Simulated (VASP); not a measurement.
Input of a VASP 6.6.1 run:

The input POSCAR:

```
SiO2
1.0
    0.0000000000      2.2641470185      2.2641470185
    2.2641470185      0.0000000000      2.2641470185
    2.2641470185      2.2641470185      0.0000000000
Si O
1 2
Direct
    0.0000000000      0.0000000000      0.0000000000
    0.2500000000      0.2500000000      0.2500000000
    0.7500000000      0.7500000000      0.7500000000
```

INCAR.step1

```
SYSTEM = SiO2
  PREC = Accurate
  ENCUT = 600
  ISMEAR = 0
  SIGMA = 0.02
  LREAL = .FALSE.
  LASPH = .TRUE.
  NELM = 80
  GGA = PE
  ALGO = Normal
  EDIFF = 1E-4
  LWAVE = .TRUE.
  LCHARG = .FALSE.
```

The input INCAR.step2:

```
SYSTEM = SiO2
  PREC = Accurate
  ENCUT = 600
  EDIFF = 1E-6
  ISMEAR = 0
  SIGMA = 0.02
  LREAL = .FALSE.
  LASPH = .TRUE.
  NELM = 80
  ALGO = Normal
  ISIF = 3
  LWAVE = .FALSE.
  LCHARG = .FALSE.
  METAGGA = R2SCAN
  LMIXTAU = .TRUE.
  IBRION = 2
  NSW = 80
  EDIFFG = -0.01
  ISTART = 1
```

The input KPOINTS:

```
Automatic mesh
0
G
  10 10 10
  0 0 0
```

Potentials or basis: VASP PAW PBE potentials, release 64 (Si, O).

Command:

```bash
$ cat potpaw_PBE.64/Si/POTCAR potpaw_PBE.64/O/POTCAR > POTCAR
$ cp INCAR.step1 INCAR
$ mpirun -np 1 vasp_std > vasp.out
$ cp INCAR.step2 INCAR
$ mpirun -np 1 vasp_std > vasp.out
```

Q: Predict the band gap on the k mesh.

A: 2.68 eV, direct.

Final structure:
```yaml
crystal:
  lattice:
    - [0.00000, 2.26415, 2.26415]
    - [2.26415, 0.00000, 2.26415]
    - [2.26415, 2.26415, 0.00000]
  atoms:
    - { symbol: Si, position: [0.00000, 0.00000, 0.00000] }
    - { symbol: O, position: [0.25000, 0.25000, 0.25000] }
    - { symbol: O, position: [0.75000, 0.75000, 0.75000] }
```

Caveat: the relaxation stopped at its first step, so nothing moved. A k mesh can miss the band edges.
